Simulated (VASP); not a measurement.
HfN:

```
Hf N
1.0
     0.00000    2.25600    2.25600
     2.25600    0.00000    2.25600
     2.25600    2.25600    0.00000
Hf N
1 1
Direct
  0.00000 0.00000 0.00000
  0.50000 0.50000 0.50000
```

| Property | Result |
| --- | --- |
| Program | VASP 6.6.1 |
| Task | relaxation of cell and atoms |
| Functional | PBE |
| Potentials or basis | VASP PAW PBE potentials, release 64 (Hf_pv, N) |
| Cutoff | 600 eV |
| k mesh | 11 × 11 × 11 |
| Occupations | fermi-dirac, width 0.02 eV |
| Spin | no spin polarisation |

At the start: pressure 4.1 GPa; volume 11.48 Å³/atom.

Q: Where does the relaxation end?

A: Over 3 steps the energy falls by 2.2 meV/atom and the volume is 11.65 Å³/atom (+1.5 %); space group Fm-3m (No. 225, to 0.05 Å).

The path:
```tsv
step	energy change (eV)	largest force (eV/Å)	pressure (GPa)	volume (Å³)
1	0.0000	0.0000	4.13	22.96
2	0.0104	0.0000	-7.05	23.96
3	-0.0043	0.0000	-0.02	23.31
```

Final structure:
```
CELL_PARAMETERS angstrom
0.00000 2.26722 2.26722
2.26722 0.00000 2.26722
2.26722 2.26722 0.00000
ATOMIC_POSITIONS crystal
Hf 0.00000 0.00000 0.00000
N 0.50000 0.50000 0.50000
```
